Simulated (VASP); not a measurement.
# Co (P6_3/mmc) in VASP: further runs

The runs below take Co through single point, with LDA.

Program: VASP 6.6.1. These are calculated values, not measurements. Logs are shortened: lines on timing, memory, paths and dates and some standing lists are left out, and cuts for length are marked.

## 1. The cell of the first run

It takes space group P6_3/mmc (No. 194, hexagonal). The conventional cell has a = 2.494 Å, b = 2.494 Å, c = 4.024 Å, α = 90.00°, β = 90.00°, γ = 120.00°. Within 3.3 Å of Co (site symmetry -6m2) lie 12 Co at 2.47 to 2.49 Å.

## 2. Single point, LDA, collinear spin, ferromagnetic start (10.84 Å³/atom)

The input, INCAR:

```
PREC = Accurate
ENCUT = 520
EDIFF = 1E-6
ISMEAR = 0
SIGMA = 0.15
LREAL = F
LASPH = T
NELM = 150
ALGO = Normal
ISIF = 2
LWAVE = F
LCHARG = F
ISPIN = 2
MAGMOM = 2.2 2.2
LORBIT = 11
NUPDOWN = 4.4
LMAXMIX = 4
GGA = CA
NBANDS = 20
```

The input, KPOINTS:

```
Automatic mesh
0
Gamma
  24 24 12
```

The input, POSCAR:

```
Co
1.0
    2.4944345983      0.0000000000      0.0000000000
   -1.2472172991      2.1602437303      0.0000000000
    0.0000000000      0.0000000000      4.0236895499
Co
2
Direct
    0.6666666667      0.3333333333      0.2500000000
    0.3333333333      0.6666666667      0.7500000000
```

Potentials or basis: VASP PAW LDA potentials, release 64 (Co).

Run with:

```sh
cat potpaw_LDA.64/Co/POTCAR > POTCAR
mpirun -np 1 vasp_std > vasp.out
```

OUTCAR:

```text
PREC = Accurate
   ENCUT = 520
   EDIFF = 1E-6
   ISMEAR = 0
   LREAL = F
   LASPH = T
   NELM = 150
   ISIF = 2
   ISPIN = 2
   LORBIT = 11
   NUPDOWN = 4.4
   GGA = CA

 ion  position               nearest neighbor table
   1  0.667  0.333  0.250-   2 2.47   2 2.47   2 2.47   2 2.47   2 2.47   2 2.47
   2  0.333  0.667  0.750-   1 2.47   1 2.47   1 2.47   1 2.47   1 2.47   1 2.47

  LATTYP: Found a hexagonal cell.
 ALAT       =     2.4944345983
 C/A-ratio  =     1.6130667658

  Lattice vectors:

 A1 = (   2.4944345983,   0.0000000000,   0.0000000000)
 A2 = (  -1.2472172991,   2.1602437303,   0.0000000000)
 A3 = (   0.0000000000,   0.0000000000,   4.0236895499)

Analysis of symmetry for initial positions (statically):
=====================================================================
 Subroutine PRICEL returns:
 Original cell was already a primitive cell.

 Routine SETGRP: Setting up the symmetry group for a
 hexagonal supercell.

 Subroutine GETGRP returns: Found 24 space group operations
 (whereof 12 operations were pure point group operations)
 out of a pool of 24 trial point group operations.

The static configuration has the point symmetry D_3d.
 The point group associated with its full space group is D_6h.

Analysis of symmetry for dynamics (positions and initial velocities):
=====================================================================
 Subroutine PRICEL returns:
 Original cell was already a primitive cell.

 Routine SETGRP: Setting up the symmetry group for a
 hexagonal supercell.

 Subroutine GETGRP returns: Found 24 space group operations
 (whereof 12 operations were pure point group operations)
 out of a pool of 24 trial point group operations.

The dynamic configuration has the point symmetry D_3d.
 The point group associated with its full space group is D_6h.

Analysis of structural, dynamic, and magnetic symmetry:
=====================================================================
 Subroutine PRICEL returns:
 Original cell was already a primitive cell.

 Routine SETGRP: Setting up the symmetry group for a
 hexagonal supercell.

 Subroutine GETGRP returns: Found 24 space group operations
 (whereof 12 operations were pure point group operations)
 out of a pool of 24 trial point group operations.

The overall configuration has the point symmetry D_3d.
 The point group associated with its full space group is D_6h.

 Subroutine INISYM returns: Found 24 space group operations
 (whereof 12 operations are pure point group operations),
 and found     1 'primitive' translations

----------------------------------------------------------------------------------------

                                     Primitive cell

  volume of cell :      21.6820

  direct lattice vectors                    reciprocal lattice vectors
     2.494434598  0.000000000  0.000000000     0.400892451  0.231455364  0.000000000
    -1.247217299  2.160243730  0.000000000     0.000000000  0.462910729  0.000000000
     0.000000000  0.000000000  4.023689550     0.000000000  0.000000000  0.248528120

  length of vectors
     2.494434598  2.494434598  4.023689550     0.462910729  0.462910729  0.248528120

  position of ions in fractional coordinates (direct lattice)
     0.666666667  0.333333333  0.250000000
     0.333333333  0.666666667  0.750000000

  ion indices of the primitive-cell ions
   primitive index   ion index
                 1           1
                 2           2

----------------------------------------------------------------------------------------

 KPOINTS: Automatic mesh

Automatic generation of k-mesh.
 Grid dimensions read from file:
 generate k-points for:   24   24   12

 Generating k-lattice:

  Cartesian coordinates                     Fractional coordinates (reciprocal lattice)
     0.016703852  0.009643974  0.000000000     0.041666667  0.000000000  0.000000000
     0.000000000  0.019287947  0.000000000     0.000000000  0.041666667  0.000000000
     0.000000000  0.000000000  0.020710677     0.000000000  0.000000000  0.083333333

  Length of vectors
     0.019287947  0.019287947  0.020710677

  Shift w.r.t. Gamma in fractional coordinates (k-lattice)
     0.000000000  0.000000000  0.000000000

 Subroutine IBZKPT returns following result:
 ===========================================

 Found    427 irreducible k-points:

 Following reciprocal coordinates:
            Coordinates               Weight
  0.000000  0.000000  0.000000      1.000000
  0.041667  0.000000  0.000000      6.000000
  0.083333 -0.000000  0.000000      6.000000
  0.125000  0.000000  0.000000      6.000000
  0.166667  0.000000  0.000000      6.000000
  0.208333  0.000000  0.000000      6.000000
[... 16 lines left out ...]
  0.416667  0.041667  0.000000     12.000000
  0.458333  0.041667  0.000000     12.000000
 [... further k-points ...]
   k-points           NKPTS =    427   k-points in BZ     NKDIM =    427   number of bands    NBANDS=     20
   number of dos      NEDOS =    301   number of ions     NIONS =      2
   total plane-waves  NPLWV =  12000
   dimension x,y,z NGX =    20 NGY =   20 NGZ =   30
   dimension x,y,z NGXF=    40 NGYF=   40 NGZF=   60
   ions per type =               2
   NGX,Y,Z   is equivalent  to a cutoff of  13.33, 13.33, 12.40 a.u.
   NGXF,Y,Z  is equivalent  to a cutoff of  26.66, 26.66, 24.79 a.u.
 SYSTEM =  unknown system
   PREC   = accura    normal or accurate (medium, high low for compatibility)
   ISTART =      0    job   : 0-new  1-cont  2-samecut
   ICHARG =      2    charge: 1-file 2-atom 10-const
   ISPIN  =      2    spin polarized calculation?
   LNONCOLLINEAR =      F non collinear calculations
   LSORBIT =      F    spin-orbit coupling
   LASPH  =      T    aspherical Exc in radial PAW
   ENCUT  =  520.0 eV  38.22 Ry    6.18 a.u.   4.64  4.64  7.48*2*pi/ulx,y,z
   NELM   =    150;   NELMIN=  2; NELMDL= -5     # of ELM steps
   EDIFF  = 0.1E-05   stopping-criterion for ELM
   LREAL  =      F    real-space projection
   EDIFFG = 0.1E-04   stopping-criterion for IOM
   NSW    =      0    number of steps for IOM
   IBRION =     -1    ionic relax: 0-MD 1-quasi-New 2-CG
   NFREE  =      0    steps in history (QN), initial steepest desc. (CG)
   ISIF   =      2    stress and relaxation
   ISYM   =      2    0-nonsym 1-usesym 2-fastsym
   POTIM  = 0.5000    time-step for ionic-motion
   TEBEG  =    0.0;   TEEND  =   0.0 temperature during run
   PSTRESS=    0.0 pullay stress
   NELECT =      18.0000    total number of electrons
   NUPDOWN=       4.4000    fix difference up-down
   EMIN   =  10.00;   EMAX   =-10.00  energy-range for DOS
   EFERMI =   0.00;   METHOD = LEGACY
   ISMEAR =     0;   SIGMA  =   0.15  broadening in eV -4-tet -1-fermi 0-gaus
   EFERMI_NEDOS =   21; number of points for ismear=-14 and -15
   IALGO  =     38    algorithm
   IMIX   =      4    mixing-type and parameters
     AMIX     =   0.40;   BMIX     =  1.00
     AMIX_MAG =   1.60;   BMIX_MAG =  1.00
  volume/ion in A,a.u.               =      10.84        73.16
  Fermi-wavevector in a.u.,A,eV,Ry     =   1.538624  2.907578 32.209948  2.367364
  Thomas-Fermi vector in A             =   2.644966
   LORBIT       =     11    0 simple, 1 ext, 2 COOP (PROOUT), +10 PAW based schemes
   GGA     = CA    functional components
   LHFCALC =     F    Hartree Fock is set to
   AEXX    =    0.0000 exact exchange contribution
   IVDW    =     0    specifies the selected vdW correction
   LEPSILON=     F    determine dielectric tensor
   LRPA    =     F    only Hartree local field effects (RPA)
 spin polarized calculation
 Gauss-broadening in eV      SIGMA  =   0.15
  energy-cutoff  :      520.00
  volume of cell :       21.68
 maximum number of plane-waves:       597
 NGX is ok and might be reduce to    20
   NGX =  9   NGY =  9   NGZ = 15

 number of electron      17.9999995 magnetization       4.3999999

 Free energy of the ion-electron system (eV)
  ---------------------------------------------------
  ext. energy  EPLUGINS =         0.00000000
  ---------------------------------------------------
  free energy    TOTEN  =       -15.45707138 eV

  energy without entropy =      -15.43242697  energy(sigma->0) =      -15.44474918

 E-fermi :   9.5950     XC(G=0): -13.7580

 val. band max:       11.8284827587   @ k =   0.3750   0.1250   0.5000
 cond. band min:       9.5964194757   @ k =   0.3750   0.1667   0.2500
 fundamental gap:     -2.2320632831
 Fermi energy:        11.8415573373

 spin component 1

 k-point     1 :       0.0000    0.0000    0.0000
  band No.  band energies     occupation
      1       0.8666      1.00000
      2       4.5803      1.00000
      3       7.0709      1.00000
      4       7.0709      1.00000
      5       7.0856      1.00000
      6       7.3826      1.00000
[... 12 lines left out ...]
     19      35.5583      0.00000
     20      35.5583      0.00000
[... 507 lines left out ...]
 k-point    24 :       0.4583    0.0417    0.0000
  band No.  band energies     occupation
      1       4.9402      1.00000
      2       5.0107      1.00000
      3       5.2491      1.00000
      4       6.9008      1.00000
      5       7.1402      1.00000
      6       7.1645      1.00000
[... 12 lines left out ...]
     19      32.2294      0.00000
     20      34.1347      0.00000

 [... further k-points ...]

 spin component 2

 k-point     1 :       0.0000    0.0000    0.0000
  band No.  band energies     occupation
      1       1.3417      1.00000
      2       5.8752      1.00000
      3       8.9767      1.00000
      4       8.9880      1.00000
      5       8.9880      1.00000
      6       9.3501      0.98951
[... 12 lines left out ...]
     19      36.3262      0.00000
     20      36.3262      0.00000
[... 507 lines left out ...]
 k-point    24 :       0.4583    0.0417    0.0000
  band No.  band energies     occupation
      1       6.2075      1.00000
      2       6.5171      1.00000
      3       6.8094      1.00000
      4       8.2644      1.00000
      5       8.8180      1.00000
      6       8.9682      1.00000
[... 12 lines left out ...]
     19      33.0913      0.00000
     20      34.8227      0.00000

 [... further k-points ...]

------------------------ aborting loop because EDIFF is reached ----------------------------------------

  FORCE on cell =-STRESS in cart. coord.  units (eV):
  Direction    XX          YY          ZZ          XY          YZ          ZX
  --------------------------------------------------------------------------------------
  -------------------------------------------------------------------------------------
  Total       -0.7628629     -0.7628629     -0.2311173     -0.0000000     -0.0000000      0.0000000
  in kB      -56.3712601    -56.3712601    -17.0782605     -0.0000000     -0.0000000      0.0000000
  external PRESSURE =     -43.2735936 kB  Pullay stress =       0.0000000 kB

 VOLUME and BASIS-vectors are now :
 -----------------------------------------------------------------------------
  energy-cutoff  :      520.00
  volume of cell :       21.68
      direct lattice vectors                 reciprocal lattice vectors
     2.494434598  0.000000000  0.000000000     0.400892451  0.231455364  0.000000000
    -1.247217299  2.160243730  0.000000000     0.000000000  0.462910729  0.000000000
     0.000000000  0.000000000  4.023689550     0.000000000  0.000000000  0.248528120

 POSITION                                       TOTAL-FORCE (eV/Angst)
 -----------------------------------------------------------------------------------
      1.24722      0.72008      1.00592         0.000000     -0.000000      0.000000
     -0.00000      1.44016      3.01777        -0.000000      0.000000      0.000000
 -----------------------------------------------------------------------------------
    total drift:                                0.000000     -0.000000     -0.000000

  FREE ENERGIE OF THE ION-ELECTRON SYSTEM (eV)
  ---------------------------------------------------
  free  energy   TOTEN  =       -15.4570713824 eV

  energy  without entropy=      -15.4324269687  energy(sigma->0) =      -15.44474918

 total charge

# of ion       s       p       d       tot
------------------------------------------
    1        0.512   0.567   7.187   8.266
    2        0.512   0.567   7.187   8.266
--------------------------------------------------
tot          1.025   1.133  14.374  16.532

 magnetization (x)

# of ion       s       p       d       tot
------------------------------------------
    1        0.017   0.049   2.088   2.154
    2        0.017   0.049   2.088   2.154
--------------------------------------------------
tot          0.033   0.097   4.177   4.307
```

Run time: 2.5 min. Hardware: 1 thread of Intel Xeon 6975P-C (Granite Rapids), shared host; peak memory 0.33 GiB.

What came out:

```
Free energy                                           : -15.4571 eV
Pressure                                              : -4.3 GPa
Net moment                                            : 4.40 μB per cell
Site moments                                          : Co +2.15 μB
Valence electrons inside the program's atomic spheres : Co 8.27
```

Caveat: the cell stands under tension; the total moment is fixed, so each spin has its own Fermi level.

## 3. Single point, LDA, collinear spin, ferromagnetic start (10.01 Å³/atom)

This run uses another cell than the first one, of 10.01 Å³/atom.

The input, INCAR:

```
SYSTEM = Co
PREC = Accurate
ENCUT = 520
EDIFF = 1E-7
ISMEAR = 0
SIGMA = 0.15
LREAL = .FALSE.
LASPH = .TRUE.
NELM = 150
ALGO = Normal
ISIF = 2
LWAVE = .FALSE.
LCHARG = .FALSE.
ISPIN = 2
MAGMOM = 1.1 1.1
LORBIT = 11
NUPDOWN = 2.2
LMAXMIX = 4
NBANDS = 20
```

The input, KPOINTS:

```
Automatic mesh
0
G
  24 24 12
  0 0 0
```

The input, POSCAR:

```
Co
1.0
    2.4287596817      0.0000000000      0.0000000000
   -1.2143798408      2.1033675840      0.0000000000
    0.0000000000      0.0000000000      3.9177515245
Co
2
Direct
    0.6666666667      0.3333333333      0.2500000000
    0.3333333333      0.6666666667      0.7500000000
```

Potentials or basis: VASP PAW LDA potentials, release 64 (Co).

Run with:

```sh
cat potpaw_LDA.64/Co/POTCAR > POTCAR
mpirun -np 1 vasp_std > vasp.out
```

It took 3.7 min on 1 thread of Intel Xeon Platinum 8259CL at 2.50GHz (Skylake/Cascade Lake), shared host; peak memory 0.32 GiB.

Results (log left out):

| Item | Value |
| --- | --- |
| Free energy | -16.2117 eV |
| Pressure | -6.2 GPa |
| Net moment | 2.20 μB per cell |
| Site moments | Co +1.10 μB |
| Valence electrons inside the program's atomic spheres | Co 8.45 |

Stress tensor (GPa, compression positive):
```
-5.79  0.00  0.00
 0.00 -5.79  0.00
 0.00  0.00 -6.94
```

Caveat: the cell stands under tension; the total moment is fixed, so each spin has its own Fermi level.

## 4. Single point, LDA, collinear spin, ferromagnetic start (10.01 Å³/atom)

This run uses another cell than the first one, of 10.01 Å³/atom.

The input, INCAR:

```
PREC = Accurate ; ENCUT = 520
EDIFF = 1E-7 ; ISMEAR = 0
SIGMA = 0.15 ; LREAL = F
LASPH = T ; NELM = 150
ALGO = Normal ; ISIF = 2
LWAVE = F ; LCHARG = F
ISPIN = 2 ; MAGMOM = 1.65 1.65
LORBIT = 11 ; NUPDOWN = 3.3
LMAXMIX = 4 ; GGA = CA
NBANDS = 20
```

The input, KPOINTS:

```
regular mesh
0
Gamma
  24 24 12
```

POSCAR is that of step 3.

Potentials or basis: VASP PAW LDA potentials, release 64 (Co).

Run with:

```sh
cat potpaw_LDA.64/Co/POTCAR > POTCAR
mpirun -np 1 vasp_std > vasp.out
```

OUTCAR:

```text
PREC = Accurate
   ENCUT = 520
   EDIFF = 1E-7
   ISMEAR = 0
   LREAL = F
   LASPH = T
   NELM = 150
   ISIF = 2
   ISPIN = 2
   LORBIT = 11
   NUPDOWN = 3.3
   GGA = CA

 ion  position               nearest neighbor table
   1  0.667  0.333  0.250-   2 2.41   2 2.41   2 2.41   2 2.41   2 2.41   2 2.41
   2  0.333  0.667  0.750-   1 2.41   1 2.41   1 2.41   1 2.41   1 2.41   1 2.41

  LATTYP: Found a hexagonal cell.
 ALAT       =     2.4287596817
 C/A-ratio  =     1.6130667657

  Lattice vectors:
[... 1322 lines left out ...]
  in kB       15.9420606     15.9420606     30.0520900      0.0000000      0.0000000      0.0000000
  external PRESSURE =      20.6454037 kB  Pullay stress =       0.0000000 kB

 VOLUME and BASIS-vectors are now :
 -----------------------------------------------------------------------------
  energy-cutoff  :      520.00
  volume of cell :       20.01
      direct lattice vectors                 reciprocal lattice vectors
     2.428759682  0.000000000  0.000000000     0.411732790  0.237714037  0.000000000
    -1.214379841  2.103367584  0.000000000     0.000000000  0.475428074  0.000000000
     0.000000000  0.000000000  3.917751524     0.000000000  0.000000000  0.255248449

 POSITION                                       TOTAL-FORCE (eV/Angst)
 -----------------------------------------------------------------------------------
      1.21438      0.70112      0.97944        -0.000000     -0.000000      0.000000
     -0.00000      1.40225      2.93831         0.000000      0.000000      0.000000
 -----------------------------------------------------------------------------------
    total drift:                                0.000000     -0.000000     -0.000000

  FREE ENERGIE OF THE ION-ELECTRON SYSTEM (eV)
  ---------------------------------------------------
  free  energy   TOTEN  =       -16.2224249793 eV

  energy  without entropy=      -16.2044614101  energy(sigma->0) =      -16.21344319

 total charge

# of ion       s       p       d       tot
------------------------------------------
    1        0.528   0.595   7.326   8.450
    2        0.528   0.595   7.326   8.450
--------------------------------------------------
tot          1.057   1.190  14.653  16.900

 magnetization (x)

# of ion       s       p       d       tot
------------------------------------------
    1       -0.009  -0.030   1.676   1.638
    2       -0.009  -0.030   1.676   1.638
--------------------------------------------------
tot         -0.017  -0.060   3.353   3.276
```

stdout:

```text
POSCAR found type information on POSCAR Co
 POSCAR found :  1 types and       2 ions
 scaLAPACK will be used
 LDA part: xc-table for (Slater(with rela. corr.)+CA(PZ))
 , standard interpolation
 POSCAR, INCAR and KPOINTS ok, starting setup
 FFT: planning ... GRIDC
 FFT: planning ... GRID_SOFT
 FFT: planning ... GRID
 WAVECAR not read
 entering main loop
```

It took 3.8 min on 1 thread of Intel Xeon Platinum 8259CL at 2.50GHz (Skylake/Cascade Lake), shared host; peak memory 0.32 GiB.

Results:

* Free energy: -16.2224 eV
* Pressure: 2.1 GPa
* Net moment: 3.30 μB per cell
* Site moments: Co +1.64 μB
* Valence electrons inside the program's atomic spheres: Co 8.45

Caveat: the total moment is fixed, so each spin has its own Fermi level.

## 5. Summary

```tsv
fixed moment (μB)	cell	pressure (GPa)	moment (μB)
4.4	a = 2.494, b = 2.494, c = 4.024 Å, angles 90.0, 90.0, 120.0°, 2 atoms	-4.3	4.40
2.2	a = 2.429, b = 2.429, c = 3.918 Å, angles 90.0, 90.0, 120.0°, 2 atoms	-6.2	2.20
3.3	a = 2.429, b = 2.429, c = 3.918 Å, angles 90.0, 90.0, 120.0°, 2 atoms	2.1	3.30
```

Alike in all rows: task single point; level LDA; potentials or basis VASP PAW LDA potentials, release 64 (Co); spin collinear, ferromagnetic start; k mesh 24 × 24 × 12; cutoff (eV) 520; smearing gaussian 0.15 eV.

Caveats: the total moment is fixed, so each spin has its own Fermi level; the cell stands under tension (at least some runs).

Absolute energies hang on the potentials; compare differences alone.
